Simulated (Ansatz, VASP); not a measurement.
**One calculation of Ta, two programs**

The input INCAR:

```
PREC     = Accurate       # precision mode
ENCUT    = 520            # plane-wave cutoff, eV
EDIFF    = 1E-7           # SCF threshold, eV
ISMEAR   = -1             # smearing method
SIGMA    = 0.05           # smearing width, eV
LREAL    = False          # projectors in reciprocal space
LASPH    = True           # aspherical terms in the spheres
NELM     = 60             # most SCF steps
ALGO     = Normal         # electronic algorithm
ISIF     = 2              # what is computed and relaxed
LWAVE    = False          # write WAVECAR
LCHARG   = False          # write CHGCAR
GGA      = PE             # functional
NBANDS   = 24             # bands
```

KPOINTS

```
regular mesh
0
Gamma
  9 9 12
```

The input POSCAR:

```
Ta
1.0
    4.8634078299      0.0000000000      0.0000000000
   -2.4317039149      4.2118347297      0.0000000000
    0.0000000000      0.0000000000      2.7303794766
Ta
3
Direct
    0.0000000000      0.0000000000      0.0000000000
    0.3333333333      0.6666666667      0.5000000000
    0.6666666667      0.3333333333      0.5000000000
```

Input for Ansatz:

```yaml
crystal:
  lattice:
    - [4.8634078299, 0.0, 0.0]
    - [-2.4317039149, 4.2118347297, 0.0]
    - [0.0, 0.0, 2.7303794766]
  atoms:
    - { symbol: Ta, position: [0.0, 0.0, 0.0] }
    - { symbol: Ta, position: [0.3333333333, 0.6666666667, 0.5] }
    - { symbol: Ta, position: [0.6666666667, 0.3333333333, 0.5] }
kpoints:
  mp_grid: { grid: [9, 9, 12] }
scf:
  occupations: { method: fermi_dirac, width: 0.05 }
hamiltonian:
  xc: pbe
  pseudopotentials: { kind: nc }
output:
  forces: true
  stress: true
  eigenvalues: true
```

Change from the starting cell: volume scaled by 1, norm-conserving files.

Alike in both runs: task single point; functional PBE; k mesh 9 × 9 × 12; occupations fermi-dirac, width 0.05 eV; no spin polarisation.

|  | VASP | Ansatz |
| --- | --- | --- |
| version | VASP 6.6.1 | Ansatz 0.2.0 |
| potentials or method | VASP PAW PBE potentials, release 64 (Ta_pv) | norm-conserving pseudopotentials, scalar-relativistic |
| plane-wave cutoff (eV) | 520 | 1000 |
| valence electrons in the cell | 33 | 81 |

VASP gave:

```
pressure (GPa)                                                : 0.1
traceless stress, the component that is largest in VASP (GPa) : 0.00
```

Q: Estimate Ansatz's values.

A: Pressure (GPa): 0.0; traceless stress, the component that is largest in VASP (GPa): -0.07.

The functional is the same, so the differences come from potentials, cutoffs and numerics. VASP's potentials hold 33 valence electrons a cell and Ansatz's 81, so a difference there can come from the potentials and not from the codes.

Neither program's run includes spin-orbit coupling.
